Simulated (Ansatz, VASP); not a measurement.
# One calculation of BaTiO3, two programs

```
Ba Ti O
1.0
     3.99404    0.00000    0.00000
     0.00000    3.99404    0.00000
     0.00000    0.00000    4.23368
Ba Ti O
1 1 3
Direct
  0.50000 0.50000 0.50000
  0.00000 0.00000 0.00000
  0.50000 0.00000 0.00000
  0.00000 0.50000 0.00000
  0.00000 0.00000 0.50000
```

Change from the starting cell: strain +0.0600 x Voigt [0, 0, 1, 0, 0, 0], atoms carried along.

Alike in both runs: task single point; functional r2SCAN; k mesh 8 × 8 × 8; occupations gaussian, width 0.05 eV; no spin polarisation.

|  | VASP | Ansatz |
| --- | --- | --- |
| version | VASP 6.6.1 | Ansatz 0.2.0 |
| potentials or method | VASP PAW PBE potentials, release 64 (Ba_sv, Ti_sv, O), cutoff 520 eV | scalar-relativistic, plane waves, PAW |
| valence electrons in the cell | 40 | 40 |

```csv
,VASP,Ansatz,Ansatz less VASP
gap on the k mesh at the Fermi level (eV),1.91,1.92,+0.011
least direct gap on the mesh (eV),2.16,2.14,-0.014
pressure (GPa),-6.9,-8.5,-1.61
"traceless stress, the component that is largest in VASP (GPa)",-5.70,-5.45,+0.252
```

VASP's potentials were made for PBE, not for r2SCAN.

Spin-orbit coupling is off throughout.
